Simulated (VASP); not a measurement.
A run of VASP 6.6.1:

Contents of INCAR:

```
SYSTEM = Li
ALGO = Normal
EDIFF = 1E-6
ENCUT = 520
GGA = PE
ISIF = 2
ISMEAR = -1
IVDW = 12
LASPH = .TRUE.
LCHARG = .FALSE.
LREAL = .FALSE.
LWAVE = .FALSE.
NBANDS = 8
NELM = 100
PREC = Accurate
SIGMA = 0.1
```

KPOINTS

```
k-points
0
G
  8 8 8
  0 0 0
```

Contents of POSCAR:

```
Li
1.0
   -1.6688805358      1.6688805358      1.6688805358
    1.6688805358     -1.6688805358      1.6688805358
    1.6688805358      1.6688805358     -1.6688805358
Li
1
Direct
    0.0000000000      0.0000000000      0.0000000000
```

Potentials or basis: VASP PAW PBE potentials, release 64 (Li_sv).

Command:

```bash
$ cat potpaw_PBE.64/Li_sv/POTCAR > POTCAR
$ mpirun -np 1 vasp_std > vasp.out
```

Hardware: 1 thread of Intel(R) Xeon(R) Platinum 8488C (Sapphire Rapids), with other jobs on the host.

Estimate the wall time of this run.

It took 3.2 s on 1 thread of Intel(R) Xeon(R) Platinum 8488C (Sapphire Rapids) (shared host), peak memory 0.13 GiB. Counts: scf iterations 11, k points 29.
